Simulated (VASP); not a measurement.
# Mn (Im-3m) in VASP: further runs, part 2 of 2

VASP 6.6.1. The steps go on from the part before.

**4. Relaxation of cell and atoms, r2SCAN, collinear spin, ferromagnetic start**

File POSCAR:

```
Mn
1.0
   -1.5300022839      1.5300022839      1.5300022839
    1.5300022839     -1.5300022839      1.5300022839
    1.5300022839      1.5300022839     -1.5300022839
Mn
1
Direct
    0.0000000000      0.0000000000      0.0000000000
```

File INCAR.step1:

```
SYSTEM = Mn
PREC = Accurate ; ENCUT = 600
ISMEAR = 0 ; SIGMA = 0.1
LREAL = .False. ; LASPH = .True.
NELM = 150 ; ISPIN = 2
MAGMOM = 4.15 ; LMAXMIX = 4
GGA = PE ; ALGO = Normal
EDIFF = 1E-4 ; LWAVE = .True.
LCHARG = .False.
```

File INCAR.step2:

```
SYSTEM = Mn
PREC = Accurate ; ENCUT = 600
EDIFF = 1E-6 ; ISMEAR = 0
SIGMA = 0.1 ; LREAL = .False.
LASPH = .True. ; NELM = 150
ALGO = Normal ; ISIF = 3
LWAVE = .False. ; LCHARG = .False.
ISPIN = 2 ; MAGMOM = 4.15
LORBIT = 11 ; LMAXMIX = 4
METAGGA = R2SCAN ; LMIXTAU = .True.
IBRION = 2 ; NSW = 90
EDIFFG = -0.04 ; ISTART = 1
```

File KPOINTS:

```
Automatic mesh
0
Gamma
  8 8 8
  0 0 0
```

Command:

```sh
> cat potpaw_PBE.64/Mn_pv/POTCAR > POTCAR
> cp INCAR.step1 INCAR
> mpirun -np 1 vasp_std > vasp.out
> cp INCAR.step2 INCAR
> mpirun -np 1 vasp_std > vasp.out
```

Wall time 3.3 min (1 thread of Intel Xeon Platinum 8488C (Sapphire Rapids), shared host); peak memory 0.17 GiB.

The run converged. Its results:

```
Free energy                                           : -14.5875 eV
Relaxed volume                                        : 15.61 Å³/atom
Relaxed cell                                          : a = 2.727 Å, b = 2.727 Å, c = 2.727 Å, α = 109.47°, β = 109.47°, γ = 109.47°
Space group after relaxing (to 0.05 Å)                : Im-3m (No. 229)
Energy gained by relaxing                             : 44.1 meV/atom
Ionic steps                                           : 3
Pressure after relaxing                               : -0.1 GPa
Net moment                                            : 3.81 μB per cell
Site moments                                          : Mn +3.80 μB
Valence electrons inside the program's atomic spheres : Mn 11.50
```

Step by step:
| step | energy change (eV) | largest force (eV/Å) | pressure (GPa) | volume (Å³) |
| --- | --- | --- | --- | --- |
| 1 | 0.0000 | 0.0000 | 11.76 | 14.33 |
| 2 | -0.0226 | 0.0000 | -6.19 | 16.62 |
| 3 | -0.0441 | 0.0000 | -0.07 | 15.61 |

Final structure:
```yaml
crystal:
  lattice:
    - [-1.57441, 1.57441, 1.57441]
    - [1.57441, -1.57441, 1.57441]
    - [1.57441, 1.57441, -1.57441]
  atoms:
    - { symbol: Mn, position: [0.00000, 0.00000, 0.00000] }
```

Levels at points of the mesh, in eV from the Fermi level:
Spin up:
```
           k point  band 5  band 6  band 7  band 8  band 9  band 10  band 11  band 12
(0.00, 0.00, 0.00)   -3.03   -3.03   -3.03   -1.81   -1.81    20.59    20.59    20.59
(0.50, 0.00, 0.00)   -3.81   -1.88   -1.70   -1.01   -0.23     4.64    14.99    15.43
(0.50, 0.50, 0.50)   -4.54   -1.21   -1.21   -1.21    7.22     7.22     7.22    12.74
```
Spin down:
| k point | band 3 | band 4 | band 5 | band 6 | band 7 | band 8 |
| --- | --- | --- | --- | --- | --- | --- |
| (0.00, 0.00, 0.00) | -46.45 | -7.86 | 1.98 | 1.98 | 1.98 | 3.10 |
| (0.50, 0.00, 0.00) | -46.45 | -2.20 | -0.25 | 0.70 | 3.17 | 3.39 |
| (0.50, 0.50, 0.50) | -46.63 | -1.56 | -1.56 | 4.21 | 4.21 | 4.21 |

Caveat: the k points lie up to 0.35 Å⁻¹ apart in the final cell; the PAW data sets were made with another functional, which shifts forces and pressure a little.

**5. Single point, r2SCAN, collinear spin, ferromagnetic start**

This run uses another cell than the first one, of 15.88 Å³/atom, 1.109 times its volume.

File POSCAR:

```
Mn
1.0
   -1.5835652669      1.5835652669      1.5835652669
    1.5835652669     -1.5835652669      1.5835652669
    1.5835652669      1.5835652669     -1.5835652669
Mn
1
Direct
    0.0000000000      0.0000000000      0.0000000000
```

File INCAR.step1:

```
  PREC = Accurate
  ENCUT = 520
  ISMEAR = 0
  SIGMA = 0.1
  LREAL = False
  LASPH = True
  NELM = 150
  ISPIN = 2
  MAGMOM = 4.2
  LMAXMIX = 4
  NBANDS = 16
  GGA = PE
  ALGO = Normal
  EDIFF = 1E-4
  LWAVE = True
  LCHARG = False
```

File INCAR.step2:

```
  PREC = Accurate
  ENCUT = 520
  EDIFF = 1E-6
  ISMEAR = 0
  SIGMA = 0.1
  LREAL = False
  LASPH = True
  NELM = 150
  ALGO = Normal
  ISIF = 2
  LWAVE = False
  LCHARG = False
  ISPIN = 2
  MAGMOM = 4.2
  LORBIT = 11
  LMAXMIX = 4
  METAGGA = R2SCAN
  LMIXTAU = True
  NBANDS = 16
  ISTART = 1
```

File KPOINTS:

```
Automatic mesh
0
Gamma
  18 18 18
```

Potentials or basis: VASP PAW PBE potentials, release 64 (Mn_pv).

Command:

```sh
> cat potpaw_PBE.64/Mn_pv/POTCAR > POTCAR
> cp INCAR.step1 INCAR
> mpirun -np 1 vasp_std > vasp.out
> cp INCAR.step2 INCAR
> mpirun -np 1 vasp_std > vasp.out
```

OUTCAR:

```text
PREC = Accurate
   ENCUT = 520
   EDIFF = 1E-6
   ISMEAR = 0
   LREAL = False
   LASPH = True
   NELM = 150
   ISIF = 2
   ISPIN = 2
   LORBIT = 11
   METAGGA = R2SCAN
   ISTART = 1

 ion  position               nearest neighbor table
   1  0.000  0.000  0.000-

  LATTYP: Found a body centered cubic cell.
 ALAT       =     3.1671305338

  Lattice vectors:

 A1 = (  -1.5835652669,   1.5835652669,   1.5835652669)
 A2 = (   1.5835652669,  -1.5835652669,   1.5835652669)
 A3 = (   1.5835652669,   1.5835652669,  -1.5835652669)

Analysis of symmetry for initial positions (statically):
=====================================================================
 Subroutine PRICEL returns:
 Original cell was already a primitive cell.

 Routine SETGRP: Setting up the symmetry group for a
 body centered cubic supercell.

 Subroutine GETGRP returns: Found 48 space group operations
 (whereof 48 operations were pure point group operations)
 out of a pool of 48 trial point group operations.

The static configuration has the point symmetry O_h .

Analysis of symmetry for dynamics (positions and initial velocities):
[... 641 lines left out ...]
  band No.  band energies     occupation
      1     -39.7350      1.00000
      2     -39.7347      1.00000
      3     -39.7347      1.00000
      4      -1.0931      1.00000
      5       8.7093      0.00000
      6       8.7095      0.00000
[... 435 lines left out ...]
      5       6.5030      0.99152
      6       7.4437      0.00000
[... 8 lines left out ...]
     15      34.6791      0.00000
     16      40.0856      0.00000

 [... further k-points ...]

------------------------ aborting loop because EDIFF is reached ----------------------------------------

  FORCE on cell =-STRESS in cart. coord.  units (eV):
  Direction    XX          YY          ZZ          XY          YZ          ZX
  --------------------------------------------------------------------------------------
  -------------------------------------------------------------------------------------
  Total       -0.0004126     -0.0004126     -0.0004126     -0.0000000      0.0000000     -0.0000000
  in kB       -0.0416132     -0.0416132     -0.0416132     -0.0000000      0.0000000     -0.0000000
  external PRESSURE =      -0.0416132 kB  Pullay stress =       0.0000000 kB

 VOLUME and BASIS-vectors are now :
 -----------------------------------------------------------------------------
  energy-cutoff  :      520.00
  volume of cell :       15.88
      direct lattice vectors                 reciprocal lattice vectors
    -1.583565267  1.583565267  1.583565267     0.000000000  0.315743222  0.315743222
     1.583565267 -1.583565267  1.583565267     0.315743222  0.000000000  0.315743222
     1.583565267  1.583565267 -1.583565267     0.315743222  0.315743222  0.000000000

 POSITION                                       TOTAL-FORCE (eV/Angst)
 -----------------------------------------------------------------------------------
      0.00000      0.00000      0.00000        -0.000000      0.000000     -0.000000
 -----------------------------------------------------------------------------------
    total drift:                                0.000000     -0.000000      0.000000

  FREE ENERGIE OF THE ION-ELECTRON SYSTEM (eV)
  ---------------------------------------------------
  free  energy   TOTEN  =       -14.5801551140 eV

  energy  without entropy=      -14.5763616678  energy(sigma->0) =      -14.57825839

 total charge

# of ion       s       p       d       tot
------------------------------------------
    1        0.341   6.232   4.911  11.484

 magnetization (x)

# of ion       s       p       d       tot
------------------------------------------
    1       -0.004  -0.024   3.892   3.864
```

OUTCAR.step1:

```text
PREC = Accurate
   ENCUT = 520
   ISMEAR = 0
   LREAL = False
   LASPH = True
   NELM = 150
[... 1147 lines left out ...]

 POSITION                                       TOTAL-FORCE (eV/Angst)
 -----------------------------------------------------------------------------------
      0.00000      0.00000      0.00000         0.000000      0.000000     -0.000000
 -----------------------------------------------------------------------------------
    total drift:                                0.000000     -0.000000      0.000000

  FREE ENERGIE OF THE ION-ELECTRON SYSTEM (eV)
  ---------------------------------------------------
  free  energy   TOTEN  =        -8.2922044889 eV

  energy  without entropy=       -8.2848838836  energy(sigma->0) =       -8.28854419
```

Wall time 3.6 min (1 thread of Intel Xeon Platinum 8488C (Sapphire Rapids), shared host); peak memory 0.19 GiB.

What came out:

```
Free energy                                           : -14.5802 eV
Pressure                                              : 0.0 GPa
Net moment                                            : 3.89 μB per cell
Site moments                                          : Mn +3.86 μB
Valence electrons inside the program's atomic spheres : Mn 11.48
```

Caveat: the PAW data sets were made with another functional, which shifts forces and pressure a little.

**6. Overview**

| task | cell | k mesh | cutoff (eV) | gap on the mesh (eV) | pressure (GPa) | moment (μB) |
| --- | --- | --- | --- | --- | --- | --- |
| single point | a = 2.650 Å, angles 109.5°, 1 atom | 8 × 8 × 8 | 520 | none | 11.8 | 3.81 |
| single point | a = 2.726 Å, angles 109.5°, 1 atom | 8 × 8 × 8 | 520 | none | 0.0 | 3.81 |
| relaxation of cell and atoms | relaxed from a = 2.650 Å, angles 109.5°, 1 atom | 8 × 8 × 8 | 600 | none | -0.1 | 3.81 |
| single point | a = 2.743 Å, angles 109.5°, 1 atom | 18 × 18 × 18 | 520 | none | 0.0 | 3.89 |

Alike in all rows: level r2SCAN; potentials or basis VASP PAW PBE potentials, release 64 (Mn_pv); spin collinear, ferromagnetic start; smearing gaussian 0.1 eV.

Caveats: some runs use coarse meshes; the PAW data sets were made with another functional, which shifts forces and pressure a little.

Absolute energies hang on the potentials; compare differences alone.
